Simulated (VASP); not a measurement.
Ni:

```xyz
1
Lattice="-1.3744 1.3744 1.3744 1.3744 -1.3744 1.3744 1.3744 1.3744 -1.3744" Properties=species:S:1:pos:R:3 pbc="T T T"
Ni    0.0000    0.0000    0.0000
```

Base run:

- Program: VASP 6.6.1
- Functional: r2SCAN
- Potentials or basis: VASP PAW PBE potentials, release 64 (Ni)
- Cutoff: 520 eV
- k mesh: 13 × 13 × 13
- Occupations: fermi-dirac, width 0.05 eV
- Spin: collinear spin, ferromagnetic start
- Starting moments: [1.0] μB

Its results: pressure 5.0 GPa; net moment 0.64 μB per cell; site moments Ni +0.66 μB.

The run is repeated on the same cell with these changes: functional from r2SCAN to PBE. What comes out?

Pressure 12.4 GPa; net moment 0.56 μB per cell; site moments Ni +0.57 μB.

Caveats: the PAW data sets were made with another functional, which shifts forces and pressure a little (some runs).
